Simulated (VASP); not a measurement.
Ti2HC:

```
Ti H C
1.0
     1.54828    0.89390    4.79488
    -1.54828    0.89390    4.79488
     0.00000   -1.78780    4.79488
Ti H C
2 1 1
Cartesian
  0.0000 0.0000 10.8756
  0.0000 0.0000 3.5091
  0.0000 0.0000 0.0000
  0.0000 0.0000 7.1923
```

* Program: VASP 6.6.1
* Task: relaxation of cell and atoms
* Functional: PBEsol
* Potentials or basis: VASP PAW PBE potentials, release 64 (Ti_sv, H, C)
* Cutoff: 600 eV
* k mesh: 9 × 9 × 9
* Occupations: gaussian, width 0.05 eV
* Spin: no spin polarisation

At the start: pressure -4.8 GPa; volume 9.95 Å³/atom.

Task: How do energy, volume and symmetry change on relaxing?

Result: Over 5 steps the energy falls by 3.7 meV/atom and the volume is 9.71 Å³/atom (-2.4 %); space group R-3m (No. 166, to 0.1 Å) before and after.

Step by step:
| step | energy change (eV) | largest force (eV/Å) | pressure (GPa) | volume (Å³) |
| --- | --- | --- | --- | --- |
| 1 | 0.0000 | 0.2211 | -4.84 | 39.82 |
| 2 | 0.0025 | 0.4965 | 5.23 | 38.11 |
| 3 | -0.0141 | 0.1094 | -0.22 | 38.98 |
| 4 | -0.0149 | 0.0249 | -0.08 | 38.88 |
| 5 | -0.0149 | 0.0013 | -0.03 | 38.85 |

Final structure:
```
Ti H C
1.0
     1.53456    0.88598    4.76289
    -1.53456    0.88598    4.76289
     0.00000   -1.77196    4.76289
Ti H C
2 1 1
Cartesian
  0.0000 0.0000 10.8022
  0.0000 0.0000 3.4865
  0.0000 0.0000 0.0000
  0.0000 0.0000 7.1443
```

Caveat: the PAW data sets were made with another functional, which shifts forces and pressure a little; an odd number of electrons without spin polarisation forces a metal; a magnetic or distorted state may lie lower.
